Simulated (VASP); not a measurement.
Set up this calculation in VASP 6.6.1, as the native input.

```
Task                   : single point
Functional             : PBEsol
Potentials or basis    : VASP PAW PBE potentials, release 64 (Li_sv)
Cutoff                 : 520 eV
k mesh                 : 16 × 16 × 9
Occupations            : fermi-dirac, width 0.1 eV
Spin                   : no spin polarisation
Dipole correction      : no
Further INCAR settings : ALGO = Normal; EDIFF = 1e-06; NBANDS = 10
```

The structure of Li lies in POSCAR:

```
Li
1.0
    2.3387188866      0.0000000000      0.0000000000
   -1.1693594433      2.0253899681      0.0000000000
    0.0000000000      0.0000000000      3.8872692078
Li
2
Direct
    0.3333333333      0.6666666667      0.2500000000
    0.6666666667      0.3333333333      0.7500000000
```

This isn't the form of Li at room conditions, which is bcc.

These files were run (other wordings do the same):

INCAR

```
SYSTEM = Li
PREC = Accurate
ENCUT = 520
EDIFF = 1E-6
ISMEAR = -1
SIGMA = 0.1
LREAL = .False.
LASPH = .True.
NELM = 100
ALGO = Normal
ISIF = 2
LWAVE = .False.
LCHARG = .False.
GGA = PS
NBANDS = 10
```

KPOINTS

```
Automatic mesh
0
Gamma
  16 16 9
  0 0 0
```

Potentials or basis: VASP PAW PBE potentials, release 64 (Li_sv).

The run is started by

```sh
$ cat potpaw_PBE.64/Li_sv/POTCAR > POTCAR
$ mpirun -np 1 vasp_std > vasp.out
```

Results of the run:

```json
{"Band gap on the k mesh": "zero (bands 3 and 4 overlap by 5.35 eV)"}
```

Wall time 13 s on 1 thread of AMD EPYC 7R13 Processor (Zen 3) (shared host), peak memory 0.1 GiB.
